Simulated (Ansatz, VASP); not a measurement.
**Two plane-wave programs on V**

```xyz
1
Lattice="-1.3920 1.3920 1.5130 1.3920 -1.3920 1.5130 1.3920 1.3920 -1.5130" Properties=species:S:1:pos:R:3 pbc="T T T"
V     0.0000    0.0000    0.0000
```

Change from the starting cell: strain -0.080 along x and y, +0.000 along z, atoms carried along.

Alike in both runs: task single point; functional PBE; k mesh 22 × 22 × 22; occupations gaussian, width 0.15 eV; no spin polarisation.

```csv
,VASP,Ansatz
version,VASP 6.6.1,Ansatz 0.2.0
potentials or method,"VASP PAW PBE potentials, release 64 (V_sv), cutoff 520 eV","scalar-relativistic, plane waves, PAW"
valence electrons in the cell,13,13
```

|  | VASP | Ansatz | Ansatz less VASP |
| --- | --- | --- | --- |
| gap on the k mesh at the Fermi level (eV) | none | none | - |
| pressure (GPa) | 33.7 | 33.3 | -0.46 |
| traceless stress, the component that is largest in VASP (GPa) | -10.21 | -10.23 | -0.013 |

A gap of «none» marks a metal or a gap that the smearing closes. Both programs put the cell under a high pressure, so it lies far from rest at this level.
